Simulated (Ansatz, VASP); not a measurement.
Mo in VASP and in Ansatz

```
CELL_PARAMETERS angstrom
0.00000 2.65786 2.65786
2.65786 0.00000 2.65786
2.65786 2.65786 0.00000
ATOMIC_POSITIONS crystal
Mo 0.87500 0.87500 0.87500
Mo 0.12500 0.12500 0.12500
```

Change from the starting cell: volume scaled by 0.85, LAPW.

Alike in both runs: task single point; functional PBEsol; k mesh 12 × 12 × 12; occupations fermi-dirac, width 0.08 eV; no spin polarisation.

|  | VASP | Ansatz |
| --- | --- | --- |
| version | VASP 6.6.1 | Ansatz 0.2.0 |
| potentials or method | VASP PAW PBE potentials, release 64 (Mo_sv), cutoff 520 eV | all-electron LAPW, scalar-relativistic |

Ansatz gave:

| Property | Result |
| --- | --- |
| pressure (GPa) | 26.6 |

What did VASP give for the same quantities?

Pressure (GPa): 27.9.

VASP's potentials were made for PBE, not for PBEsol. Ansatz ran all-electron here, and VASP with PAW potentials.
